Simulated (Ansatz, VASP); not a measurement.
## Two plane-wave programs on CdHg3Se4

```
Cd Hg Se
1.0
     6.23347    0.00345    0.00360
     0.00347    6.25123   -0.00044
    -3.11474   -3.12784    6.25314
Cd Hg Se
1 3 4
Direct
  0.99913 0.99992 0.99965
  0.25044 0.74971 0.49901
  0.49932 0.50053 0.00064
  0.75149 0.25063 0.50127
  0.37291 0.37164 0.24847
  0.62666 0.12443 0.75135
  0.87552 0.87545 0.24838
  0.12453 0.62769 0.75123
```

Change from the starting cell: cell x1, atoms moved at random (sigma 0.15 Å) and cell strained at random (1.5 %), then relaxed without symmetry.

Alike in both runs: functional PBE; k mesh 4 × 4 × 4; occupations gaussian, width 0.2 eV; no spin polarisation.

Ansatz relaxed the structure, and its values are those at the end. VASP's run is a single point on that final structure, the one shown.

```csv
,VASP,Ansatz
version,VASP 6.6.1,Ansatz 0.2.0
potentials or method,"VASP PAW PBE potentials, release 64 (Cd, Hg, Se), cutoff 520 eV","scalar-relativistic, plane waves, PAW"
valence electrons in the cell,72,144
```

|  | VASP | Ansatz | Ansatz less VASP |
| --- | --- | --- | --- |
| pressure (GPa) | 0.2 | 0.0 | -0.21 |

VASP's potentials hold 72 valence electrons a cell and Ansatz's 144, so a difference there can come from the potentials and not from the codes.

Neither program's run includes spin-orbit coupling.
